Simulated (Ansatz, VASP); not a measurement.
**AlO2: VASP beside Ansatz**

```
Al O
1.0
     1.46805   -5.32981    0.00000
     1.46805    5.32981    0.00000
     0.00000    0.00000    3.59733
Al O
2 4
Cartesian
  1.4680 -1.7922 2.6980
  1.4680 1.7922 0.8993
  1.4680 4.6788 2.6980
  1.4680 -4.6788 0.8993
  1.4680 2.1939 2.6980
  1.4680 -2.1939 0.8993
```

Alike in both runs: task single point; functional PBE; k mesh 9 × 9 × 7; occupations fermi-dirac, width 0.05 eV; no spin polarisation.

|  | VASP | Ansatz |
| --- | --- | --- |
| version | VASP 6.6.1 | Ansatz 0.2.0 |
| potentials or method | VASP PAW PBE potentials, release 64 (Al, O) | Ansatz PAW |
| plane-wave cutoff (eV) | 520 | 420 |
| valence electrons in the cell | 30 | 30 |

```tsv
	VASP	Ansatz	Ansatz less VASP
gap on the k mesh at the Fermi level (eV)	none	none	-
pressure (GPa)	6.6	6.7	+0.11
traceless stress, the component that is largest in VASP (GPa)	2.18	2.29	+0.111
rms of the force components (eV/Å)	0.385	0.383	-0.0020
```

Atom by atom the forces differ by 0.005 eV/Å (rms over components). A gap of «none» marks a metal or a gap that the smearing closes. With one functional, cell and mesh, what is left measures potentials, basis and numerics.
